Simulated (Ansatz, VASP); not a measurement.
**Ti: VASP beside Ansatz**

```
Ti
1.0
    -1.61924    1.61924    1.74489
     1.61924   -1.61924    1.74489
     1.61924    1.61924   -1.74489
Ti
1
Direct
  0.00000 0.00000 0.00000
```

Alike in both runs: task single point; functional PBEsol; k mesh 22 × 22 × 22; occupations gaussian, width 0.15 eV; no spin polarisation.

```csv
,VASP,Ansatz
version,VASP 6.6.1,Ansatz 0.2.0
potentials or method,"VASP PAW PBE potentials, release 64 (Ti_sv), cutoff 520 eV","scalar-relativistic, plane waves, PAW"
valence electrons in the cell,12,12
```

|  | VASP | Ansatz | Ansatz less VASP |
| --- | --- | --- | --- |
| gap on the k mesh at the Fermi level (eV) | none | none | - |
| pressure (GPa) | -9.6 | -9.5 | +0.13 |
| traceless stress, the component that is largest in VASP (GPa) | 1.11 | 1.11 | +0.004 |

VASP's potentials were made for PBE, not for PBEsol, and Ansatz warns of the same on its side. A gap of «none» marks a metal or a gap that the smearing closes.
